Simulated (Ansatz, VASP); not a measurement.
# One calculation of CdSe, two programs

```
CELL_PARAMETERS angstrom
0.00000 3.00511 3.09805
3.00511 0.00000 3.09805
3.00511 3.00511 0.00000
ATOMIC_POSITIONS crystal
Cd 0.00000 0.00000 0.00000
Se 0.25000 0.25000 0.25000
```

Change from the starting cell: x and y stretched by -3 %, z held, PAW files.

Alike in both runs: task electric field gradients; functional PBE; k mesh 10 × 10 × 10; occupations fermi-dirac, width 0.08 eV; no spin polarisation.

```csv
,VASP,Ansatz
version,VASP 6.6.1,Ansatz 0.2.0
potentials or method,"VASP PAW PBE potentials, release 64 (Cd, Se)","PAW with Ansatz's default frozen-core files, scalar-relativistic"
plane-wave cutoff (eV),520,420
valence electrons in the cell,18,36
```

Ansatz gave:

| Quantity | Value |
| --- | --- |
| pressure (GPa) | 3.1 |
| traceless stress, the component that is largest in VASP (GPa) | -0.32 |
| size of Vzz on the site where it differs most (V/Å²) | 9.5 |

Question: Which values does VASP return?

Answer: Pressure (GPa): 3.4; traceless stress, the component that is largest in VASP (GPa): -0.31; size of Vzz on the site where it differs most (V/Å²): 9.1.

With one functional, cell and mesh, what is left measures potentials, basis and numerics. VASP's potentials hold 18 valence electrons a cell and Ansatz's 36, so a difference there can come from the potentials and not from the codes.
